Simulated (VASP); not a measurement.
# Ge (Cmcm) in VASP: settings compared

Aim: see how the results for Ge move with the level of theory and the settings. Levels: PBE, PBEsol. Tasks: single point.

Program: VASP 6.6.1. These are calculated values, not measurements. Logs are shortened: lines on timing, memory, paths and dates and some standing lists are left out, and cuts for length are marked.

## (1) The cell of the first run

The structure is orthorhombic, space group Cmcm (No. 63). The conventional cell has a = 2.976 Å, b = 5.189 Å, c = 4.728 Å, α = 90.00°, β = 90.00°, γ = 90.00°. Within 3.9 Å of Ge (site symmetry m2m) lie 12 Ge at 2.92 to 2.99 Å.

## (2) Single point, PBE

Input file INCAR:

```
  PREC = Accurate
  ENCUT = 520
  EDIFF = 1E-6
  ISMEAR = -1
  SIGMA = 0.03
  LREAL = F
  LASPH = T
  NELM = 100
  ALGO = Normal
  ISIF = 2
  LWAVE = F
  LCHARG = T
  GGA = PE
  LELF = T
  LVHAR = T
  NBANDS = 21
```

Input file KPOINTS:

```
regular mesh
0
Gamma
  6 6 4
```

Input file POSCAR:

```
Ge
1.0
    1.4880529250     -2.5946896100      0.0000000000
    1.4880529250      2.5946896100      0.0000000000
    0.0000000000      0.0000000000      4.7275957900
Ge
2
Direct
    0.3334466300      0.6665533700      0.2500000000
    0.6665533700      0.3334466300      0.7500000000
```

Potentials or basis: VASP PAW PBE potentials, release 64 (Ge_d).

Command:

```sh
cat potpaw_PBE.64/Ge_d/POTCAR > POTCAR
mpirun -np 1 vasp_std > vasp.out
```

OUTCAR:

```text
PREC = Accurate
   ENCUT = 520
   EDIFF = 1E-6
   ISMEAR = -1
   LREAL = F
   LASPH = T
   NELM = 100
   ISIF = 2
   GGA = PE

 ion  position               nearest neighbor table
   1  0.333  0.667  0.250-
   2  0.667  0.333  0.750-

  LATTYP: Found a base centered orthorhombic cell.
 ALAT       =     2.9761058500
 B/A-ratio  =     1.7436809984
 C/A-ratio  =     1.5885173540

  Lattice vectors:

 A1 = (   1.4880529250,  -2.5946896100,   0.0000000000)
 A2 = (   1.4880529250,   2.5946896100,   0.0000000000)
 A3 = (   0.0000000000,   0.0000000000,   4.7275957900)

Analysis of symmetry for initial positions (statically):
=====================================================================
 Subroutine PRICEL returns:
 Original cell was already a primitive cell.

 Routine SETGRP: Setting up the symmetry group for a
 base centered orthorhombic supercell.

 Subroutine GETGRP returns: Found  8 space group operations
 (whereof  4 operations were pure point group operations)
 out of a pool of  8 trial point group operations.

The static configuration has the point symmetry C_2h.
 The point group associated with its full space group is D_2h.

Analysis of symmetry for dynamics (positions and initial velocities):
=====================================================================
 Subroutine PRICEL returns:
 Original cell was already a primitive cell.

 Routine SETGRP: Setting up the symmetry group for a
 base centered orthorhombic supercell.

 Subroutine GETGRP returns: Found  8 space group operations
 (whereof  4 operations were pure point group operations)
 out of a pool of  8 trial point group operations.

The dynamic configuration has the point symmetry C_2h.
 The point group associated with its full space group is D_2h.

 Subroutine INISYM returns: Found  8 space group operations
 (whereof  4 operations are pure point group operations),
 and found     1 'primitive' translations

----------------------------------------------------------------------------------------

                                     Primitive cell

  volume of cell :      36.5068

  direct lattice vectors                    reciprocal lattice vectors
     1.488052925 -2.594689610  0.000000000     0.336009554 -0.192701277  0.000000000
     1.488052925  2.594689610  0.000000000     0.336009554  0.192701277  0.000000000
[... 74 lines left out ...]
   NGXF,Y,Z  is equivalent  to a cutoff of  26.68, 26.68, 25.32 a.u.
 SYSTEM =  unknown system
   PREC   = accura    normal or accurate (medium, high low for compatibility)
   ISTART =      0    job   : 0-new  1-cont  2-samecut
   ICHARG =      2    charge: 1-file 2-atom 10-const
   ISPIN  =      1    spin polarized calculation?
   LNONCOLLINEAR =      F non collinear calculations
   LSORBIT =      F    spin-orbit coupling
   LASPH  =      T    aspherical Exc in radial PAW
   ENCUT  =  520.0 eV  38.22 Ry    6.18 a.u.   5.56  5.56  8.79*2*pi/ulx,y,z
   NELM   =    100;   NELMIN=  2; NELMDL= -5     # of ELM steps
   EDIFF  = 0.1E-05   stopping-criterion for ELM
   LREAL  =      F    real-space projection
   EDIFFG = 0.1E-04   stopping-criterion for IOM
   NSW    =      0    number of steps for IOM
   IBRION =     -1    ionic relax: 0-MD 1-quasi-New 2-CG
   NFREE  =      0    steps in history (QN), initial steepest desc. (CG)
   ISIF   =      2    stress and relaxation
   ISYM   =      2    0-nonsym 1-usesym 2-fastsym
   POTIM  = 0.5000    time-step for ionic-motion
   TEBEG  =    0.0;   TEEND  =   0.0 temperature during run
   PSTRESS=    0.0 pullay stress
   NELECT =      28.0000    total number of electrons
   NUPDOWN=      -1.0000    fix difference up-down
   EMIN   =  10.00;   EMAX   =-10.00  energy-range for DOS
   EFERMI =   0.00;   METHOD = LEGACY
   ISMEAR =    -1;   SIGMA  =   0.03  broadening in eV -4-tet -1-fermi 0-gaus
   EFERMI_NEDOS =   21; number of points for ismear=-14 and -15
   IALGO  =     38    algorithm
   IMIX   =      4    mixing-type and parameters
     AMIX     =   0.40;   BMIX     =  1.00
     AMIX_MAG =   1.60;   BMIX_MAG =  1.00
  volume/ion in A,a.u.               =      18.25       123.18
  Fermi-wavevector in a.u.,A,eV,Ry     =   1.498544  2.831837 30.553703  2.245634
  Thomas-Fermi vector in A             =   2.610289
   LORBIT       =      0    0 simple, 1 ext, 2 COOP (PROOUT), +10 PAW based schemes
   GGA     = PE    functional components
   LHFCALC =     F    Hartree Fock is set to
   AEXX    =    0.0000 exact exchange contribution
   IVDW    =     0    specifies the selected vdW correction
   LEPSILON=     F    determine dielectric tensor
   LRPA    =     F    only Hartree local field effects (RPA)
 non-spin polarized calculation
  energy-cutoff  :      520.00
  volume of cell :       36.51
 maximum number of plane-waves:      1014
 NGX is ok and might be reduce to    24
   NGX = 11   NGY = 11   NGZ = 17

 number of electron      28.0000012 magnetization

 Free energy of the ion-electron system (eV)
  ---------------------------------------------------
  ext. energy  EPLUGINS =         0.00000000
  ---------------------------------------------------
  free energy    TOTEN  =        -8.30789025 eV

  energy without entropy =       -8.30436228  energy(sigma->0) =       -8.30612626

 E-fermi :   7.3669     XC(G=0): -11.4688

 val. band max:        7.3609703992   @ k =   0.1667   0.1667   0.2500
 cond. band min:       7.3701835366   @ k =  -0.3333   0.1667   0.2500
 fundamental gap:      0.0092131374
 Fermi energy:         7.3668624233

 k-point     1 :       0.0000    0.0000    0.0000
  band No.  band energies     occupation
      1     -17.6166      2.00000
      2     -17.6131      2.00000
      3     -17.6095      2.00000
      4     -17.6045      2.00000
      5     -17.6036      2.00000
      6     -17.6007      2.00000
[... 565 lines left out ...]
     20      18.4658      0.00000
     21      20.0728      0.00000

 [... further k-points ...]
[... 5 lines left out ...]
  --------------------------------------------------------------------------------------
  -------------------------------------------------------------------------------------
  Total        0.3250426      0.2154906      1.6615357      0.0000000     -0.0000000      0.0000000
  in kB       14.2651627      9.4572484     72.9199126      0.0000000     -0.0000000      0.0000000
  external PRESSURE =      32.2141079 kB  Pullay stress =       0.0000000 kB

 VOLUME and BASIS-vectors are now :
 -----------------------------------------------------------------------------
  energy-cutoff  :      520.00
  volume of cell :       36.51
      direct lattice vectors                 reciprocal lattice vectors
     1.488052925 -2.594689610  0.000000000     0.336009554 -0.192701277  0.000000000
     1.488052925  2.594689610  0.000000000     0.336009554  0.192701277  0.000000000
     0.000000000  0.000000000  4.727595790     0.000000000  0.000000000  0.211524006

 POSITION                                       TOTAL-FORCE (eV/Angst)
 -----------------------------------------------------------------------------------
      1.48805      0.86431      1.18190         0.000000      0.002248      0.000000
      1.48805     -0.86431      3.54570         0.000000     -0.002248      0.000000
 -----------------------------------------------------------------------------------
    total drift:                                0.000000     -0.000000      0.000000

  FREE ENERGIE OF THE ION-ELECTRON SYSTEM (eV)
  ---------------------------------------------------
  free  energy   TOTEN  =        -8.3078902514 eV

  energy  without entropy=       -8.3043622755  energy(sigma->0) =       -8.30612626
```

OSZICAR:

```text
N       E                     dE             d eps       ncg     rms          rms(c)
DAV:   1     0.173534217049E+03    0.17353E+03   -0.14310E+04  1955   0.381E+03
DAV:   2     0.149108779020E+02   -0.15862E+03   -0.15329E+03  1643   0.592E+02
DAV:   3    -0.773984300303E+01   -0.22651E+02   -0.22444E+02  1861   0.131E+02
DAV:   4    -0.833162171437E+01   -0.59178E+00   -0.59154E+00  1881   0.244E+01
DAV:   5    -0.834027386604E+01   -0.86522E-02   -0.86520E-02  1884   0.324E+00    0.168E+00
DAV:   6    -0.831818271084E+01    0.22091E-01   -0.19385E-02  2250   0.224E+00    0.923E-01
DAV:   7    -0.830820905150E+01    0.99737E-02   -0.12843E-02  2230   0.148E+00    0.816E-02
DAV:   8    -0.830787648763E+01    0.33256E-03   -0.11718E-03  1906   0.612E-01    0.297E-02
DAV:   9    -0.830788869967E+01   -0.12212E-04   -0.28071E-05  1843   0.583E-02    0.764E-03
DAV:  10    -0.830789056383E+01   -0.18642E-05   -0.88488E-07  1325   0.943E-03    0.504E-04
DAV:  11    -0.830789025140E+01    0.31243E-06   -0.17853E-07  1039   0.568E-03
   1 F= -.83078903E+01 E0= -.83061263E+01  d E =-.352798E-02
```

stdout:

```text
POSCAR found type information on POSCAR Ge
 POSCAR found :  1 types and       2 ions
 scaLAPACK will be used
 LDA part: xc-table for (Slater+PW92), standard interpolation
 POSCAR, INCAR and KPOINTS ok, starting setup
 FFT: planning ... GRIDC
 FFT: planning ... GRID_SOFT
 FFT: planning ... GRID
 WAVECAR not read
 entering main loop
```

Wall time 24 s (1 thread of AMD EPYC 7R43 (Zen 3), shared host); peak memory 0.13 GiB.

What came out:

```yaml
Free_energy: -8.3079 eV
Pressure: 3.2 GPa
Band_gap_on_the_k_mesh: zero (band 14 reaches 13.88 eV, above the bottom of band 15 at 4.68 eV)
```

Forces on the atoms (eV/Å):
```
Ge   0.000  0.002  0.000
Ge   0.000 -0.002  0.000
```

Stress tensor (GPa, compression positive):
```
1.43 0.00 0.00
0.00 0.95 0.00
0.00 0.00 7.29
```

Caveat: the k points lie up to 0.41 Å⁻¹ apart.

## (3) Single point, PBEsol

Input file INCAR:

```
PREC = Accurate
ENCUT = 520
EDIFF = 1E-6
ISMEAR = -1
SIGMA = 0.05
LREAL = False
LASPH = True
NELM = 80
ALGO = Normal
ISIF = 2
LWAVE = False
LCHARG = False
GGA = PS
NBANDS = 21
```

Input file KPOINTS:

```
regular mesh
0
Gamma
  10 10 6
```

POSCAR is that of step 2.

Potentials or basis: VASP PAW PBE potentials, release 64 (Ge_d).

Command:

```sh
cat potpaw_PBE.64/Ge_d/POTCAR > POTCAR
mpirun -np 1 vasp_std > vasp.out
```

It took 22 s on 1 thread of Intel Xeon 6975P-C (Granite Rapids), shared host; peak memory 0.2 GiB.

Results (log left out):

| Item | Value |
| --- | --- |
| Free energy | -9.3424 eV |
| Pressure | 0.5 GPa |
| Band gap on the k mesh | zero (band 14 reaches 13.67 eV, above the bottom of band 15 at 4.70 eV) |

Stress tensor (GPa, compression positive):
```
-0.38  0.00  0.00
 0.00 -0.16  0.00
 0.00  0.00  2.13
```

Levels at points of the mesh, in eV from the Fermi level:
| k point | band 11 | band 12 | band 13 | band 14 | band 15 | band 16 | band 17 | band 18 |
| --- | --- | --- | --- | --- | --- | --- | --- | --- |
| (0.00, 0.00, 0.00) | -13.36 | -7.46 | -5.53 | 6.62 | 6.73 | 8.70 | 8.82 | 10.12 |
| (0.50, 0.00, 0.00) | -8.42 | -7.09 | -2.25 | -1.25 | -0.87 | 1.44 | 2.45 | 6.45 |
| (0.50, 0.50, 0.00) | -8.49 | -7.14 | -2.29 | -1.27 | -0.94 | 1.41 | 2.60 | 6.59 |
| (0.00, 0.00, 0.50) | -11.68 | -11.68 | 1.89 | 1.89 | 7.76 | 7.76 | 7.87 | 7.87 |
| (0.50, 0.00, 0.50) | -6.97 | -6.97 | -4.92 | -4.92 | 4.11 | 4.11 | 5.09 | 5.09 |
| (0.50, 0.50, 0.50) | -7.05 | -7.05 | -4.95 | -4.95 | 4.27 | 4.27 | 5.11 | 5.11 |

Caveat: the PAW data sets were made with another functional, which shifts forces and pressure a little.

## (4) Single point, PBE

Input file INCAR:

```
SYSTEM = Ge
PREC = Accurate
ENCUT = 520
EDIFF = 1E-6
ISMEAR = -1
SIGMA = 0.05
LREAL = .FALSE.
LASPH = .TRUE.
NELM = 100
ALGO = Normal
ISIF = 2
LWAVE = .FALSE.
LCHARG = .FALSE.
GGA = PE
NBANDS = 21
```

Input file KPOINTS:

```
Automatic mesh
0
G
  10 10 6
  0 0 0
```

POSCAR is that of step 3.

Command:

```sh
cat potpaw_PBE.64/Ge_d/POTCAR > POTCAR
mpirun -np 1 vasp_std > vasp.out
```

Wall time 20 s (1 thread of Intel Xeon 6975P-C (Granite Rapids), shared host); peak memory 0.2 GiB.

It converged, with:

- Free energy: -8.3656 eV
- Pressure: 4.3 GPa
- Band gap on the k mesh: zero (band 14 reaches 13.82 eV, above the bottom of band 15 at 4.85 eV)

Stress tensor (GPa, compression positive):
```
3.40 0.00 0.00
0.00 3.61 0.00
0.00 0.00 6.03
```

Levels at points of the mesh, in eV from the Fermi level:
| k point | band 10 | band 11 | band 12 | band 13 | band 14 | band 15 | band 16 | band 17 | band 18 | band 19 |
| --- | --- | --- | --- | --- | --- | --- | --- | --- | --- | --- |
| (0.00, 0.00, 0.00) | -24.54 | -13.36 | -7.46 | -5.52 | 6.62 | 6.74 | 8.71 | 8.82 | 10.13 | 11.41 |
| (0.50, 0.00, 0.00) | -24.54 | -8.42 | -7.09 | -2.25 | -1.25 | -0.87 | 1.45 | 2.45 | 6.44 | 7.23 |
| (0.50, 0.50, 0.00) | -24.54 | -8.50 | -7.14 | -2.29 | -1.27 | -0.94 | 1.41 | 2.61 | 6.58 | 7.38 |
| (0.00, 0.00, 0.50) | -24.57 | -11.68 | -11.68 | 1.89 | 1.89 | 7.77 | 7.77 | 7.88 | 7.88 | 12.72 |
| (0.50, 0.00, 0.50) | -24.54 | -6.98 | -6.98 | -4.92 | -4.92 | 4.12 | 4.12 | 5.09 | 5.09 | 8.68 |
| (0.50, 0.50, 0.50) | -24.54 | -7.05 | -7.05 | -4.94 | -4.94 | 4.27 | 4.27 | 5.11 | 5.11 | 8.76 |

## (5) The runs side by side

```csv
level,k mesh,smearing,gap on the mesh (eV),pressure (GPa)
PBE,6 × 6 × 4,fermi-dirac 0.03 eV,none,3.2
PBEsol,10 × 10 × 6,fermi-dirac 0.05 eV,none,0.5
PBE,10 × 10 × 6,fermi-dirac 0.05 eV,none,4.3
```

Alike in all rows: task single point; potentials or basis VASP PAW PBE potentials, release 64 (Ge_d); no spin polarisation; cell as given; cutoff (eV) 520.

Caveats: some runs use coarse meshes; the PAW data sets were made with another functional, which shifts forces and pressure a little (some runs).

Absolute energies hang on the potentials; compare differences alone.
